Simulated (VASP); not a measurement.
MgI2: single point with HSE06

MgI2:

```
Mg I
1.0
    -0.04695    3.75572    3.75572
     3.75572   -0.04695    3.75572
     3.70877    3.70877    0.00000
Mg I
1 2
Cartesian
  0.0000 0.0000 0.0000
  1.8544 1.8544 1.8701
  5.5632 5.5632 5.6414
```

This cell differs from its parent crystal: shear xy strain -2.5%.

- Program: VASP 6.6.1
- Task: single point
- Functional: HSE06
- Potentials or basis: VASP PAW PBE potentials, release 64 (Mg, I)
- Cutoff: 520 eV
- k mesh: 4 × 4 × 4
- Occupations: gaussian, width 0.01 eV
- Spin: no spin polarisation
- Dipole correction: no
- Grid for exact exchange (PRECFOCK): Normal
- Further INCAR settings: ALGO = Normal; EDIFF = 1e-07; NBANDS = 15
- Share of exact exchange: 0.25
- Screening parameter: 0.2079 1/Å

```yaml
Pressure: -0.6 GPa
Largest_force: 0.013 eV/Å
Band_gap_on_the_k_mesh: 1.38 eV (least direct gap 1.81 eV)
```

Forces on the atoms (eV/Å):
```
Mg   0.000  0.000  0.000
I    0.000  0.000 -0.013
I    0.000  0.000  0.013
```

Stress tensor (GPa, compression positive):
```
-0.56 -0.48  0.00
-0.48 -0.56  0.00
 0.00  0.00 -0.54
```

Levels at points of the mesh, in eV from the valence-band top:
| k point | band 5 | band 6 | band 7 | band 8 | band 9 | band 10 | band 11 | band 12 |
| --- | --- | --- | --- | --- | --- | --- | --- | --- |
| (0.00, 0.00, 0.00) | -3.17 | -1.28 | -1.20 | -1.12 | 1.38 | 3.81 | 3.92 | 4.03 |
| (0.50, 0.00, 0.00) | -2.68 | -2.65 | -2.46 | -2.41 | 3.47 | 5.89 | 6.09 | 6.78 |
| (0.50, 0.50, 0.00) | -4.02 | -0.60 | -0.48 | 0.00 | 1.81 | 4.98 | 7.44 | 7.46 |
| (0.00, 0.00, 0.50) | -2.71 | -2.70 | -2.45 | -2.40 | 3.55 | 5.95 | 6.16 | 6.89 |
| (0.50, 0.00, 0.50) | -4.07 | -0.55 | -0.54 | 0.00 | 1.81 | 4.97 | 7.45 | 7.46 |

Run time: 66 min on 1 thread of AMD EPYC 7R43 64-Core Processor (Zen 3), on a shared host, peak memory 0.33 GiB.

Caveat: the cell differs from its parent crystal (shear xy strain -2.5%); the PAW data sets were made with another functional, which shifts forces and pressure a little; spin-orbit coupling is left out, which moves the levels of the heavy elements. A k mesh can miss the band edges.
